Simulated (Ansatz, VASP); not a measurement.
# One calculation of PtSe2, two programs

```
CELL_PARAMETERS angstrom
1.84570 1.06562 5.76071
-1.84570 1.06562 5.76071
0.00000 -2.13123 5.76071
ATOMIC_POSITIONS crystal
Pt 0.00000 0.00000 0.00000
Se 0.25678 0.25678 0.25678
Se 0.74322 0.74322 0.74322
```

Alike in both runs: task single point; functional PBE-based screened hybrid; k mesh 4 × 4 × 4; no spin polarisation.

|  | VASP | Ansatz |
| --- | --- | --- |
| version | VASP 6.6.1 | Ansatz 0.2.0 |
| potentials or method | VASP PAW PBE potentials, release 64 (Pt, Se) | plane waves |
| plane-wave cutoff (eV) | 400 | 420 |
| occupations | gaussian, width 0.01 eV | fixed |
| valence electrons in the cell | 22 | 50 |

|  | VASP | Ansatz | Ansatz less VASP |
| --- | --- | --- | --- |
| gap on the k mesh at the Fermi level (eV) | 1.15 | 1.13 | -0.018 |
| pressure (GPa) | -7.9 | -6.9 | +1.00 |
| traceless stress, the component that is largest in VASP (GPa) | 1.99 | 1.75 | -0.237 |
| rms of the force components (eV/Å) | 0.528 | 0.486 | -0.0416 |

VASP's potentials were made for PBE, not for PBE-based screened hybrid. Atom by atom the forces differ by 0.042 eV/Å (rms over components). VASP's potentials hold 22 valence electrons a cell and Ansatz's 50, so a difference there can come from the potentials and not from the codes. Ansatz's warnings: stress exchange threshold loose, stress scf threshold loose.

The k mesh is coarse, so the values compare programs but aren't converged. Neither program's run includes spin-orbit coupling.
